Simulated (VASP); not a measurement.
# KI (Fm-3m) in VASP: further runs

The runs below take KI through single point, with PBE.

Everything below comes from runs of VASP 6.6.1. Logs are shortened: lines on timing, memory, paths and dates and some standing lists are left out, and cuts for length are marked.

## 1. The cell of the first run

Symmetry: Fm-3m, No. 225, cubic system. Conventional cell: a = 7.085 Å, b = 7.085 Å, c = 7.085 Å, α = 90.00°, β = 90.00°, γ = 90.00°. K (site symmetry m-3m) has 6 I at 3.54 Å within 4.7 Å. I (site symmetry m-3m) has 6 K at 3.54 Å within 4.7 Å.

## 2. Single point, PBE

Contents of INCAR:

```
ALGO     = Normal         # electronic algorithm
EDIFF    = 1E-6           # SCF threshold, eV
ENCUT    = 520            # plane-wave cutoff, eV
GGA      = PE             # functional
ISIF     = 2              # what is computed and relaxed
ISMEAR   = 0              # smearing method
ISYM     = 0            
LASPH    = T              # aspherical terms in the spheres
LCHARG   = F              # write CHGCAR
LREAL    = F              # projectors in reciprocal space
LWAVE    = F              # write WAVECAR
NBANDS   = 15             # bands
NELM     = 80             # most SCF steps
PREC     = Accurate       # precision mode
SIGMA    = 0.1            # smearing width, eV
```

Contents of KPOINTS:

```
k-points
0
Gamma
  2 2 3
```

Contents of POSCAR:

```
KI
1.0
    0.0000000000      3.5424356157      3.5424356157
    3.5424356157      0.0000000000      3.5424356157
    3.5424356157      3.5424356157      0.0000000000
K I
1 1
Direct
    0.0000000000      0.0000000000      0.0000000000
    0.5000000000      0.5000000000      0.5000000000
```

Potentials or basis: VASP PAW PBE potentials, release 64 (K_sv, I).

Launch:

```sh
$ cat potpaw_PBE.64/K_sv/POTCAR potpaw_PBE.64/I/POTCAR > POTCAR
$ mpirun -np 1 vasp_std > vasp.out
```

OUTCAR:

```text
EDIFF = 1E-6
   ENCUT = 520
   GGA = PE
   ISIF = 2
   ISMEAR = 0
   ISYM = 0
   LASPH = T
   LREAL = F
   NELM = 80
   PREC = Accurate

 ion  position               nearest neighbor table
   1  0.000  0.000  0.000-   2 3.54   2 3.54   2 3.54   2 3.54   2 3.54   2 3.54
   2  0.500  0.500  0.500-   1 3.54   1 3.54   1 3.54   1 3.54   1 3.54   1 3.54

IMPORTANT INFORMATION: All symmetrisations will be switched off!
NOSYMM: (Re-)initialisation of all symmetry stuff for point group C_1.

----------------------------------------------------------------------------------------

                                     Primitive cell

  volume of cell :      88.9070

  direct lattice vectors                    reciprocal lattice vectors
     0.000000000  3.542435616  3.542435616    -0.141145826  0.141145826  0.141145826
     3.542435616  0.000000000  3.542435616     0.141145826 -0.141145826  0.141145826
     3.542435616  3.542435616  0.000000000     0.141145826  0.141145826 -0.141145826

  length of vectors
     5.009760492  5.009760492  5.009760492     0.244471741  0.244471741  0.244471741

  position of ions in fractional coordinates (direct lattice)
     0.000000000  0.000000000  0.000000000
     0.500000000  0.500000000  0.500000000

  ion indices of the primitive-cell ions
   primitive index   ion index
                 1           1
                 2           2

----------------------------------------------------------------------------------------

 KPOINTS: k-points

Automatic generation of k-mesh.
 Grid dimensions read from file:
 generate k-points for:    2    2    3

 Generating k-lattice:

  Cartesian coordinates                     Fractional coordinates (reciprocal lattice)
    -0.070572913  0.070572913  0.070572913     0.500000000  0.000000000  0.000000000
     0.070572913 -0.070572913  0.070572913     0.000000000  0.500000000  0.000000000
     0.047048609  0.047048609 -0.047048609     0.000000000  0.000000000  0.333333333

  Length of vectors
     0.122235871  0.122235871  0.081490580

  Shift w.r.t. Gamma in fractional coordinates (k-lattice)
     0.000000000  0.000000000  0.000000000

 -----------------------------------------------------------------------------
|                                                                             |
|           W    W    AA    RRRRR   N    N  II  N    N   GGGG   !!!           |
|           W    W   A  A   R    R  NN   N  II  NN   N  G    G  !!!           |
|           W    W  A    A  R    R  N N  N  II  N N  N  G       !!!           |
|           W WW W  AAAAAA  RRRRR   N  N N  II  N  N N  G  GGG   !            |
|           WW  WW  A    A  R   R   N   NN  II  N   NN  G    G                |
|           W    W  A    A  R    R  N    N  II  N    N   GGGG   !!!           |
|                                                                             |
|     Your reciprocal lattice and k-lattice belong to different lattice       |
|     classes:                                                                |
|                                                                             |
|        The reciprocal lattice is body-centered cubic,                       |
|        whereas your k-lattice is body-centered orthorhombic.                |
|                                                                             |
|     Results are often still useful ...                                      |
|                                                                             |
 -----------------------------------------------------------------------------

 WARNING: IBZKPT: internal override: KBLOWUP is changed to .FALSE.
      ... skipping the blow-up phase ...

 Subroutine IBZKPT returns following result:
 ===========================================

 Found      8 irreducible k-points:

 Following reciprocal coordinates:
            Coordinates               Weight
  0.000000  0.000000  0.000000      1.000000
  0.500000  0.000000  0.000000      1.000000
  0.000000  0.500000  0.000000      1.000000
  0.500000  0.500000  0.000000      1.000000
  0.000000  0.000000  0.333333      2.000000
  0.500000  0.000000  0.333333      2.000000
  0.000000  0.500000  0.333333      2.000000
  0.500000  0.500000  0.333333      2.000000
   k-points           NKPTS =      8   k-points in BZ     NKDIM =      8   number of bands    NBANDS=     15
   number of dos      NEDOS =    301   number of ions     NIONS =      2
   total plane-waves  NPLWV =  64000
   dimension x,y,z NGX =    40 NGY =   40 NGZ =   40
   dimension x,y,z NGXF=    80 NGYF=   80 NGZF=   80
   ions per type =               1   1
   NGX,Y,Z   is equivalent  to a cutoff of  13.27, 13.27, 13.27 a.u.
   NGXF,Y,Z  is equivalent  to a cutoff of  26.55, 26.55, 26.55 a.u.
 SYSTEM =  unknown system
   PREC   = accura    normal or accurate (medium, high low for compatibility)
   ISTART =      0    job   : 0-new  1-cont  2-samecut
   ICHARG =      2    charge: 1-file 2-atom 10-const
   ISPIN  =      1    spin polarized calculation?
   LNONCOLLINEAR =      F non collinear calculations
   LSORBIT =      F    spin-orbit coupling
   LASPH  =      T    aspherical Exc in radial PAW
   ENCUT  =  520.0 eV  38.22 Ry    6.18 a.u.   9.31  9.31  9.31*2*pi/ulx,y,z
   NELM   =     80;   NELMIN=  2; NELMDL= -5     # of ELM steps
   EDIFF  = 0.1E-05   stopping-criterion for ELM
   LREAL  =      F    real-space projection
   EDIFFG = 0.1E-04   stopping-criterion for IOM
   NSW    =      0    number of steps for IOM
   IBRION =     -1    ionic relax: 0-MD 1-quasi-New 2-CG
   NFREE  =      0    steps in history (QN), initial steepest desc. (CG)
   ISIF   =      2    stress and relaxation
   ISYM   =      0    0-nonsym 1-usesym 2-fastsym
   POTIM  = 0.5000    time-step for ionic-motion
   TEBEG  =    0.0;   TEEND  =   0.0 temperature during run
   PSTRESS=    0.0 pullay stress
   NELECT =      16.0000    total number of electrons
   NUPDOWN=      -1.0000    fix difference up-down
   EMIN   =  10.00;   EMAX   =-10.00  energy-range for DOS
   EFERMI =   0.00;   METHOD = LEGACY
   ISMEAR =     0;   SIGMA  =   0.10  broadening in eV -4-tet -1-fermi 0-gaus
   EFERMI_NEDOS =   21; number of points for ismear=-14 and -15
   IALGO  =     38    algorithm
   IMIX   =      4    mixing-type and parameters
     AMIX     =   0.40;   BMIX     =  1.00
     AMIX_MAG =   1.60;   BMIX_MAG =  1.00
  volume/ion in A,a.u.               =      44.45       299.99
  Fermi-wavevector in a.u.,A,eV,Ry     =   0.924279  1.746633 11.623332  0.854291
  Thomas-Fermi vector in A             =   2.050007
   LORBIT       =      0    0 simple, 1 ext, 2 COOP (PROOUT), +10 PAW based schemes
   GGA     = PE    functional components
   LHFCALC =     F    Hartree Fock is set to
   AEXX    =    0.0000 exact exchange contribution
   IVDW    =     0    specifies the selected vdW correction
   LEPSILON=     F    determine dielectric tensor
   LRPA    =     F    only Hartree local field effects (RPA)
 non-spin polarized calculation
 Gauss-broadening in eV      SIGMA  =   0.10
  energy-cutoff  :      520.00
  volume of cell :       88.91
 maximum number of plane-waves:      2421
 NGX is ok and might be reduce to    40
   NGX = 19   NGY = 19   NGZ = 19

 number of electron      15.9999999 magnetization

 Free energy of the ion-electron system (eV)
  ---------------------------------------------------
  ext. energy  EPLUGINS =         0.00000000
  ---------------------------------------------------
  free energy    TOTEN  =        -5.48673338 eV

  energy without entropy =       -5.48673338  energy(sigma->0) =       -5.48673338

 E-fermi :   0.1107     XC(G=0):  -7.1239

 val. band max:       -0.4130006262   @ k =   0.0000   0.0000   0.0000
 cond. band min:       3.5147095025   @ k =   0.0000   0.0000   0.0000
 fundamental gap:      3.9277101287
 Fermi energy:         0.1106607595

 k-point     1 :       0.0000    0.0000    0.0000
  band No.  band energies     occupation
      1     -28.9914      2.00000
      2     -12.4811      2.00000
      3     -12.4753      2.00000
      4     -12.4749      2.00000
      5     -10.8916      2.00000
      6      -0.4146      2.00000
      7      -0.4145      2.00000
      8      -0.4130      2.00000
      9       3.5147      0.00000
     10       6.0555      0.00000
     11       6.0556      0.00000
     12       6.0568      0.00000
     13       6.7599      0.00000
     14       6.7603      0.00000
     15       9.3623      0.00000

 k-point     2 :       0.5000    0.0000    0.0000
  band No.  band energies     occupation
      1     -28.9895      2.00000
      2     -12.6105      2.00000
      3     -12.4827      2.00000
      4     -12.4774      2.00000
      5     -10.6283      2.00000
      6      -1.7216      2.00000
      7      -0.7457      2.00000
      8      -0.7448      2.00000
      9       5.0843      0.00000
     10       7.2586      0.00000
     11       7.6846      0.00000
     12       7.6928      0.00000
     13       8.2335      0.00000
     14       8.2392      0.00000
     15       8.8284      0.00000

 k-point     3 :       0.0000    0.5000    0.0000
  band No.  band energies     occupation
      1     -28.9895      2.00000
      2     -12.6105      2.00000
      3     -12.4827      2.00000
      4     -12.4774      2.00000
      5     -10.6283      2.00000
      6      -1.7216      2.00000
      7      -0.7457      2.00000
      8      -0.7448      2.00000
      9       5.0843      0.00000
     10       7.2586      0.00000
     11       7.6846      0.00000
     12       7.6928      0.00000
     13       8.2335      0.00000
     14       8.2392      0.00000
     15       8.8284      0.00000
[... 55 lines left out ...]
 k-point     7 :       0.0000    0.5000    0.3333
  band No.  band energies     occupation
      1     -28.9890      2.00000
      2     -12.5326      2.00000
      3     -12.5049      2.00000
      4     -12.4888      2.00000
      5     -10.7187      2.00000
      6      -1.3717      2.00000
      7      -0.9294      2.00000
      8      -0.7709      2.00000
      9       4.9079      0.00000
     10       5.7610      0.00000
     11       7.2767      0.00000
     12       7.7287      0.00000
     13       8.4315      0.00000
     14       8.8403      0.00000
     15       9.3263      0.00000

 k-point     8 :       0.5000    0.5000    0.3333
  band No.  band energies     occupation
      1     -28.9893      2.00000
      2     -12.5844      2.00000
      3     -12.4909      2.00000
      4     -12.4814      2.00000
      5     -10.6577      2.00000
      6      -1.5694      2.00000
      7      -0.8715      2.00000
      8      -0.7544      2.00000
      9       5.3302      0.00000
     10       6.5860      0.00000
     11       7.1106      0.00000
     12       7.7765      0.00000
     13       8.0875      0.00000
     14       8.4142      0.00000
     15       9.4578      0.00000

------------------------ aborting loop because EDIFF is reached ----------------------------------------

  FORCE on cell =-STRESS in cart. coord.  units (eV):
  Direction    XX          YY          ZZ          XY          YZ          ZX
  --------------------------------------------------------------------------------------
  -------------------------------------------------------------------------------------
  Total        0.4586959      0.4586989      0.4510799     -0.1254740      0.1360863      0.1360989
  in kB        8.2660793      8.2661331      8.1288317     -2.2611459      2.4523872      2.4526138
  external PRESSURE =       8.2203481 kB  Pullay stress =       0.0000000 kB

 VOLUME and BASIS-vectors are now :
 -----------------------------------------------------------------------------
  energy-cutoff  :      520.00
  volume of cell :       88.91
      direct lattice vectors                 reciprocal lattice vectors
     0.000000000  3.542435616  3.542435616    -0.141145826  0.141145826  0.141145826
     3.542435616  0.000000000  3.542435616     0.141145826 -0.141145826  0.141145826
     3.542435616  3.542435616  0.000000000     0.141145826  0.141145826 -0.141145826

 POSITION                                       TOTAL-FORCE (eV/Angst)
 -----------------------------------------------------------------------------------
      0.00000      0.00000      0.00000        -0.000002      0.000004     -0.000001
      3.54244      3.54244      3.54244         0.000002     -0.000004      0.000001
 -----------------------------------------------------------------------------------
    total drift:                               -0.000012      0.000001      0.000005

  FREE ENERGIE OF THE ION-ELECTRON SYSTEM (eV)
  ---------------------------------------------------
  free  energy   TOTEN  =        -5.4867333791 eV

  energy  without entropy=       -5.4867333791  energy(sigma->0) =       -5.48673338
```

Run time: 9.3 s. Hardware: 1 thread of AMD EPYC 9R45 (Zen 5), shared host; peak memory 0.2 GiB.

What came out:

* Free energy: -5.4867 eV
* Pressure: 0.8 GPa
* Band gap on the k mesh: 3.93 eV, direct

Levels at points of the mesh, in eV from the valence-band top:
```csv
k point,band 6,band 7,band 8,band 9,band 10,band 11
"(0.00, 0.00, 0.00)",0.00,0.00,0.00,3.93,6.47,6.47
"(0.50, 0.00, 0.00)",-1.31,-0.33,-0.33,5.50,7.67,8.10
"(0.00, 0.50, 0.00)",-1.31,-0.33,-0.33,5.50,7.67,8.10
"(0.50, 0.50, 0.00)",-0.99,-0.37,-0.36,4.93,5.72,8.04
```

Caveat: the k points lie up to 0.77 Å⁻¹ apart; spin-orbit coupling is left out, which moves the levels of the heavy elements.

(Part 1 of 2 ends here.)
